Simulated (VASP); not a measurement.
Set up this calculation in VASP 6.6.1, as the native input.

* Task: single point
* Functional: LDA
* Potentials or basis: VASP PAW LDA potentials, release 64 (Ga_d, N_h)
* Cutoff: 910 eV
* k mesh: 10 × 10 × 10
* Occupations: fermi-dirac, width 0.05 eV
* Spin: no spin polarisation
* Dipole correction: no
* Second run: hard_potentials
* Further INCAR settings: ALGO = Normal; EDIFF = 1e-06; NBANDS = 16

The structure of GaN lies in POSCAR:

```
GaN
1.0
    0.0000000000      2.2684248875      2.2684248875
    2.2684248875      0.0000000000      2.2684248875
    2.2684248875      2.2684248875      0.0000000000
Ga N
1 1
Direct
    0.0000000000      0.0000000000      0.0000000000
    0.2500000000      0.2500000000      0.2500000000
```

One way to write it, as run:

INCAR

```
ALGO = Normal
EDIFF = 1E-6
ENCUT = 910
GGA_COMPAT = False
ISIF = 2
ISMEAR = -1
LASPH = True
LCHARG = False
LREAL = False
LWAVE = False
NBANDS = 16
NELM = 120
PREC = Accurate
SIGMA = 0.05
```

KPOINTS

```
k-points
0
Gamma
  10 10 10
```

Potentials or basis: VASP PAW LDA potentials, release 64 (Ga_d, N_h).

Command:

```sh
$ cat potpaw_LDA.64/Ga_d/POTCAR potpaw_LDA.64/N_h/POTCAR > POTCAR
$ mpirun -np 1 vasp_std > vasp.out
```

It gave:

The pressure is -9.1 GPa and the band gap on the k mesh is 1.62 eV, direct.

Caveat: the cutoff is under 1.25 times the usual one of these potentials, so pressure, stress and relaxed cells hold a basis-set (Pulay) error.

Wall time 14 s on 1 thread of Intel(R) Xeon(R) Platinum 8488C (Sapphire Rapids), with other jobs on the host, peak memory 0.18 GiB.
